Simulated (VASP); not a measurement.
Write the native input for VASP 6.6.1 that does the following.

| Quantity | Value |
| --- | --- |
| Task | single point |
| Functional | LDA |
| Potentials or basis | VASP PAW LDA potentials, release 64 (Cd, Se) |
| Cutoff | 520 eV |
| k mesh | 9 × 9 × 6 |
| Occupations | gaussian, width 0.02 eV |
| Spin | no spin polarisation |
| Dipole correction | no |
| Further INCAR settings | ALGO = Normal; EDIFF = 1e-07; NBANDS = 26 |

The structure of CdSe (lda) lies in POSCAR:

```
CdSe
1.0
    3.8920739921      0.0000000000      0.0000000000
   -1.9460369960      3.3706349506      0.0000000000
    0.0000000000      0.0000000000      6.6723248533
Cd Se
2 2
Direct
    0.3333333333      0.6666666667      0.0118796076
    0.6666666667      0.3333333333      0.5118796076
    0.3333333333      0.6666666667      0.3731203924
    0.6666666667      0.3333333333      0.8731203924
```

The input as run:

INCAR

```
  PREC = Accurate
  ENCUT = 520
  EDIFF = 1E-7
  ISMEAR = 0
  SIGMA = 0.02
  LREAL = F
  LASPH = T
  NELM = 100
  ALGO = Normal
  ISIF = 2
  LWAVE = F
  LCHARG = T
  LELF = T
  LVHAR = T
  NBANDS = 26
```

KPOINTS

```
Automatic mesh
0
Gamma
  9 9 6
```

Potentials or basis: VASP PAW LDA potentials, release 64 (Cd, Se).

Run with:

```sh
$ cat potpaw_LDA.64/Cd/POTCAR potpaw_LDA.64/Se/POTCAR > POTCAR
$ mpirun -np 1 vasp_std > vasp.out
```

It gave:

```yaml
Pressure: 21.2 GPa
Largest_force: 0.004 eV/Å
Band_gap_on_the_k_mesh: 0.78 eV, direct
```

Run time: 47 s on 1 thread of Intel(R) Xeon(R) 6975P-C (Granite Rapids), on a shared host, peak memory 0.22 GiB.
